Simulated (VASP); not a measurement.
# LuBH4 (C222) in VASP: single point with PBE

Aim: the single point of LuBH4 with PBE.

Program: VASP 6.6.1. These are calculated values, not measurements. Logs are shortened: lines on timing, memory, paths and dates and some standing lists are left out, and cuts for length are marked.

**1. The cell of the first run**

The structure is orthorhombic, space group C222 (No. 21). Conventional cell: a = 4.609 Å, b = 4.819 Å, c = 3.510 Å, α = 90.00°, β = 90.00°, γ = 90.00°. Within 3.6 Å of Lu (site symmetry 222) lie 24 H at 2.17 to 3.25 Å and 8 B at 2.90 to 2.98 Å and 6 Lu at 3.33 to 3.51 Å. B (site symmetry 222) has 4 H at 1.01 Å within 1.4 Å. Within 1.4 Å of H (site symmetry 1) lie 1 B at 1.01 Å.

**2. Single point, PBE**

Input file INCAR:

```
ALGO = Normal ; EDIFF = 1E-7
ENCUT = 520 ; GGA = PE
ISIF = 2 ; ISMEAR = -1
LASPH = T ; LCHARG = F
LREAL = F ; LWAVE = F
NBANDS = 25 ; NELM = 80
PREC = Accurate ; SIGMA = 0.1
```

Input file KPOINTS:

```
k-points
0
Gamma
  8 8 8
```

Input file POSCAR:

```
LuBH4
1.0
    2.4095640000      2.3047050000      0.0000000000
    2.4095640000     -2.3047050000      0.0000000000
    0.0000000000      0.0000000000     -3.5100930000
Lu B H
1 1 4
Direct
    0.0000000000      0.0000000000      0.0000000000
    0.5000000000      0.5000000000      0.5000000000
    0.5010000000      0.2590000000      0.6730000000
    0.4990000000      0.7410000000      0.6730000000
    0.2590000000      0.5010000000      0.3270000000
    0.7410000000      0.4990000000      0.3270000000
```

Potentials or basis: VASP PAW PBE potentials, release 64 (Lu, B, H).

Launch:

```sh
$ cat potpaw_PBE.64/Lu/POTCAR potpaw_PBE.64/B/POTCAR potpaw_PBE.64/H/POTCAR > POTCAR
$ mpirun -np 1 vasp_std > vasp.out
```

OUTCAR:

```text
EDIFF = 1E-7
   ENCUT = 520
   GGA = PE
   ISIF = 2
   ISMEAR = -1
   LASPH = T
   LREAL = F
   NELM = 80
   PREC = Accurate

 ion  position               nearest neighbor table
   1  0.000  0.000  0.000-   3 2.17   4 2.17   5 2.17   6 2.17   3 2.23   5 2.23   6 2.23   4 2.23
                             2 2.90   2 2.90   2 2.90   2 2.90   2 2.98   2 2.98   2 2.98   2 2.98
   2  0.500  0.500  0.500-   3 1.01   4 1.01   5 1.01   6 1.01   1 2.90   1 2.90   1 2.90   1 2.90
                             1 2.98   1 2.98   1 2.98   1 2.98
   3  0.501  0.259  0.673-   2 1.01   1 2.17   1 2.23
   4  0.499  0.741  0.673-   2 1.01   1 2.17   1 2.23
   5  0.259  0.501  0.327-   2 1.01   1 2.17   1 2.23
   6  0.741  0.499  0.327-   2 1.01   1 2.17   1 2.23

  LATTYP: Found a base centered orthorhombic cell.
 ALAT       =     4.6094100000
 B/A-ratio  =     1.0454977969
 C/A-ratio  =     0.7615059194

  Lattice vectors:

 A1 = (  -2.4095640000,   2.3047050000,   0.0000000000)
 A2 = (   2.4095640000,   2.3047050000,   0.0000000000)
 A3 = (   0.0000000000,   0.0000000000,  -3.5100930000)

Analysis of symmetry for initial positions (statically):
=====================================================================
 Subroutine PRICEL returns:
 Original cell was already a primitive cell.

 Routine SETGRP: Setting up the symmetry group for a
 base centered orthorhombic supercell.

 Subroutine GETGRP returns: Found  4 space group operations
 (whereof  4 operations were pure point group operations)
 out of a pool of  8 trial point group operations.

The static configuration has the point symmetry D_2 .

Analysis of symmetry for dynamics (positions and initial velocities):
=====================================================================
 Subroutine PRICEL returns:
 Original cell was already a primitive cell.

 Routine SETGRP: Setting up the symmetry group for a
 base centered orthorhombic supercell.

 Subroutine GETGRP returns: Found  4 space group operations
 (whereof  4 operations were pure point group operations)
 out of a pool of  8 trial point group operations.

The dynamic configuration has the point symmetry D_2 .

 Subroutine INISYM returns: Found  4 space group operations
 (whereof  4 operations are pure point group operations),
 and found     1 'primitive' translations

----------------------------------------------------------------------------------------

                                     Primitive cell

  volume of cell :      38.9854

  direct lattice vectors                    reciprocal lattice vectors
     2.409564000  2.304705000  0.000000000     0.207506420  0.216947505  0.000000000
     2.409564000 -2.304705000  0.000000000     0.207506420 -0.216947505  0.000000000
     0.000000000  0.000000000 -3.510093000     0.000000000  0.000000000 -0.284892736

  length of vectors
     3.334316093  3.334316093  3.510093000     0.300208485  0.300208485  0.284892736

  position of ions in fractional coordinates (direct lattice)
     0.000000000  0.000000000  0.000000000
     0.500000000  0.500000000  0.500000000
     0.501000000  0.259000000  0.673000000
     0.499000000  0.741000000  0.673000000
     0.259000000  0.501000000  0.327000000
     0.741000000  0.499000000  0.327000000

  ion indices of the primitive-cell ions
   primitive index   ion index
                 1           1
                 2           2
                 3           3
                 4           4
                 5           5
                 6           6

----------------------------------------------------------------------------------------

 KPOINTS: k-points

Automatic generation of k-mesh.
 Grid dimensions read from file:
 generate k-points for:    8    8    8

 Generating k-lattice:

  Cartesian coordinates                     Fractional coordinates (reciprocal lattice)
     0.025938303  0.027118438  0.000000000     0.125000000 -0.000000000  0.000000000
     0.025938303 -0.027118438  0.000000000    -0.000000000  0.125000000  0.000000000
     0.000000000  0.000000000 -0.035611592     0.000000000  0.000000000  0.125000000

  Length of vectors
     0.037526061  0.037526061  0.035611592

  Shift w.r.t. Gamma in fractional coordinates (k-lattice)
     0.000000000  0.000000000  0.000000000

 Subroutine IBZKPT returns following result:
 ===========================================

 Found    105 irreducible k-points:

 Following reciprocal coordinates:
            Coordinates               Weight
  0.000000  0.000000  0.000000      1.000000
  0.125000  0.000000  0.000000      4.000000
  0.250000  0.000000  0.000000      4.000000
  0.375000  0.000000  0.000000      4.000000
  0.500000  0.000000  0.000000      2.000000
  0.125000  0.125000  0.000000      2.000000
[... 16 lines left out ...]
  0.125000  0.000000  0.125000      8.000000
  0.250000  0.000000  0.125000      8.000000
 [... further k-points ...]
   k-points           NKPTS =    105   k-points in BZ     NKDIM =    105   number of bands    NBANDS=     25
   number of dos      NEDOS =    301   number of ions     NIONS =      6
   total plane-waves  NPLWV =  21952
   dimension x,y,z NGX =    28 NGY =   28 NGZ =   28
   dimension x,y,z NGXF=    56 NGYF=   56 NGZF=   56
   ions per type =               1   1   4
   NGX,Y,Z   is equivalent  to a cutoff of  13.96, 13.96, 13.26 a.u.
   NGXF,Y,Z  is equivalent  to a cutoff of  27.92, 27.92, 26.52 a.u.
 SYSTEM =  unknown system
   PREC   = accura    normal or accurate (medium, high low for compatibility)
   ISTART =      0    job   : 0-new  1-cont  2-samecut
   ICHARG =      2    charge: 1-file 2-atom 10-const
   ISPIN  =      1    spin polarized calculation?
   LNONCOLLINEAR =      F non collinear calculations
   LSORBIT =      F    spin-orbit coupling
   LASPH  =      T    aspherical Exc in radial PAW
   ENCUT  =  520.0 eV  38.22 Ry    6.18 a.u.   6.20  6.20  6.53*2*pi/ulx,y,z
   NELM   =     80;   NELMIN=  2; NELMDL= -5     # of ELM steps
   EDIFF  = 0.1E-06   stopping-criterion for ELM
   LREAL  =      F    real-space projection
   EDIFFG = 0.1E-05   stopping-criterion for IOM
   NSW    =      0    number of steps for IOM
   IBRION =     -1    ionic relax: 0-MD 1-quasi-New 2-CG
   NFREE  =      0    steps in history (QN), initial steepest desc. (CG)
   ISIF   =      2    stress and relaxation
   ISYM   =      2    0-nonsym 1-usesym 2-fastsym
   POTIM  = 0.5000    time-step for ionic-motion
   TEBEG  =    0.0;   TEEND  =   0.0 temperature during run
   PSTRESS=    0.0 pullay stress
   NELECT =      32.0000    total number of electrons
   NUPDOWN=      -1.0000    fix difference up-down
   EMIN   =  10.00;   EMAX   =-10.00  energy-range for DOS
   EFERMI =   0.00;   METHOD = LEGACY
   ISMEAR =    -1;   SIGMA  =   0.10  broadening in eV -4-tet -1-fermi 0-gaus
   EFERMI_NEDOS =   21; number of points for ismear=-14 and -15
   IALGO  =     38    algorithm
   IMIX   =      4    mixing-type and parameters
     AMIX     =   0.40;   BMIX     =  1.00
     AMIX_MAG =   1.60;   BMIX_MAG =  1.00
  volume/ion in A,a.u.               =       6.50        43.85
  Fermi-wavevector in a.u.,A,eV,Ry     =   1.532818  2.896607 31.967323  2.349532
  Thomas-Fermi vector in A             =   2.639971
   LORBIT       =      0    0 simple, 1 ext, 2 COOP (PROOUT), +10 PAW based schemes
   GGA     = PE    functional components
   LHFCALC =     F    Hartree Fock is set to
   AEXX    =    0.0000 exact exchange contribution
   IVDW    =     0    specifies the selected vdW correction
   LEPSILON=     F    determine dielectric tensor
   LRPA    =     F    only Hartree local field effects (RPA)
 non-spin polarized calculation
  energy-cutoff  :      520.00
  volume of cell :       38.99
 maximum number of plane-waves:      1075
 NGX is ok and might be reduce to    28
   NGX = 13   NGY = 13   NGZ = 13

 number of electron      31.9999994 magnetization

 Free energy of the ion-electron system (eV)
  ---------------------------------------------------
  ext. energy  EPLUGINS =         0.00000000
  ---------------------------------------------------
  free energy    TOTEN  =       -21.19536291 eV

  energy without entropy =      -21.18056359  energy(sigma->0) =      -21.18796325

 E-fermi :   5.1994     XC(G=0): -11.5645

 val. band max:        5.1253116528   @ k =  -0.2500   0.2500   0.2500
 cond. band min:       5.2174912705   @ k =   0.2500   0.2500   0.2500
 fundamental gap:      0.0921796177
 Fermi energy:         5.1994013274

 k-point     1 :       0.0000    0.0000    0.0000
  band No.  band energies     occupation
      1     -51.8336      2.00000
      2     -22.5005      2.00000
      3     -22.4508      2.00000
      4     -22.4127      2.00000
      5     -10.2972      2.00000
      6      -3.1037      2.00000
[... 17 lines left out ...]
     24      17.0365      0.00000
     25      17.3713      0.00000

 k-point     2 :       0.1250    0.0000    0.0000
  band No.  band energies     occupation
      1     -51.8310      2.00000
      2     -22.5104      2.00000
      3     -22.4896      2.00000
      4     -22.4211      2.00000
      5     -10.1053      2.00000
      6      -3.1860      2.00000
[... 17 lines left out ...]
     24      15.6298      0.00000
     25      16.9226      0.00000

 k-point     3 :       0.2500    0.0000    0.0000
  band No.  band energies     occupation
      1     -51.8248      2.00000
      2     -22.6730      2.00000
      3     -22.4726      2.00000
      4     -22.4084      2.00000
      5      -9.5814      2.00000
      6      -3.6991      2.00000
[... 552 lines left out ...]
 k-point    23 :       0.1250    0.0000    0.1250
  band No.  band energies     occupation
      1     -51.8298      2.00000
      2     -22.5377      2.00000
      3     -22.5004      2.00000
      4     -22.4175      2.00000
      5      -9.9552      2.00000
      6      -3.4971      2.00000
[... 17 lines left out ...]
     24      15.4010      0.00000
     25      16.0296      0.00000

 k-point    24 :       0.2500    0.0000    0.1250
  band No.  band energies     occupation
      1     -51.8235      2.00000
      2     -22.6673      2.00000
      3     -22.5129      2.00000
      4     -22.4050      2.00000
      5      -9.4680      2.00000
      6      -3.8120      2.00000
[... 17 lines left out ...]
     24      15.1693      0.00000
     25      15.4184      0.00000

 [... further k-points ...]

------------------------ aborting loop because EDIFF is reached ----------------------------------------

  FORCE on cell =-STRESS in cart. coord.  units (eV):
  Direction    XX          YY          ZZ          XY          YZ          ZX
  --------------------------------------------------------------------------------------
  -------------------------------------------------------------------------------------
  Total       13.4925249     13.0737780     11.5031178      0.0000000      0.0000000      0.0000000
  in kB      554.4997854    537.2906226    472.7414915      0.0000000      0.0000000      0.0000000
  external PRESSURE =     521.5106331 kB  Pullay stress =       0.0000000 kB

 VOLUME and BASIS-vectors are now :
 -----------------------------------------------------------------------------
  energy-cutoff  :      520.00
  volume of cell :       38.99
      direct lattice vectors                 reciprocal lattice vectors
     2.409564000  2.304705000  0.000000000     0.207506420  0.216947505  0.000000000
     2.409564000 -2.304705000  0.000000000     0.207506420 -0.216947505  0.000000000
     0.000000000  0.000000000 -3.510093000     0.000000000  0.000000000 -0.284892736

 POSITION                                       TOTAL-FORCE (eV/Angst)
 -----------------------------------------------------------------------------------
      0.00000      0.00000      0.00000         0.000000      0.000000      0.000000
      2.40956      0.00000     -1.75505         0.000000      0.000000      0.000000
      1.83127      0.55774     -2.36229        -4.511882      4.242160     -4.644613
      2.98786     -0.55774     -2.36229         4.511882     -4.242160     -4.644613
      1.83127     -0.55774     -1.14780        -4.511882     -4.242160      4.644613
      2.98786      0.55774     -1.14780         4.511882      4.242160      4.644613
 -----------------------------------------------------------------------------------
    total drift:                               -0.000000      0.000000      0.000000

  FREE ENERGIE OF THE ION-ELECTRON SYSTEM (eV)
  ---------------------------------------------------
  free  energy   TOTEN  =       -21.1953629067 eV

  energy  without entropy=      -21.1805635873  energy(sigma->0) =      -21.18796325
```

Run time: 64 s. Hardware: 1 thread of AMD EPYC 9R45 (Zen 5), shared host; peak memory 0.21 GiB.

Results:

- Free energy: -21.1954 eV
- Pressure: 52.2 GPa
- Largest force: 7.741 eV/Å
- Band gap on the k mesh: zero (bands 16 and 17 overlap by 3.04 eV)

Forces in eV/Å, atoms in the order of the input:
```
Lu   0.000  0.000  0.000
B    0.000  0.000  0.000
H   -4.512  4.242 -4.645
H    4.512 -4.242 -4.645
H   -4.512 -4.242  4.645
H    4.512  4.242  4.645
```

Stress tensor (GPa, compression positive):
```
55.45  0.00  0.00
 0.00 53.73  0.00
 0.00  0.00 47.27
```

Caveat: the cell stands under pressure; spin-orbit coupling is left out, which moves the levels of the heavy elements; forces of over 1 eV/Å act on the atoms, so gaps and moduli don't describe the material at rest.
